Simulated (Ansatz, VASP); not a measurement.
## Sr: VASP beside Ansatz

```
Sr
1.0
     0.00000    2.95142    2.95142
     2.95142    0.00000    2.95142
     2.95142    2.95142    0.00000
Sr
1
Direct
  0.00000 0.00000 0.00000
```

Alike in both runs: task single point; functional RPBE; k mesh 15 × 15 × 15; occupations fermi-dirac, width 0.1 eV; no spin polarisation.

```csv
,VASP,Ansatz
version,VASP 6.6.1,Ansatz 0.2.0
potentials or method,"VASP PAW PBE potentials, release 64 (Sr_sv), cutoff 520 eV","plane waves (420 eV) with PAW, scalar-relativistic"
valence electrons in the cell,10,10
```

```tsv
	VASP	Ansatz	Ansatz less VASP
pressure (GPa)	1.7	1.7	-0.01
```

VASP's potentials were made for PBE, not for RPBE.
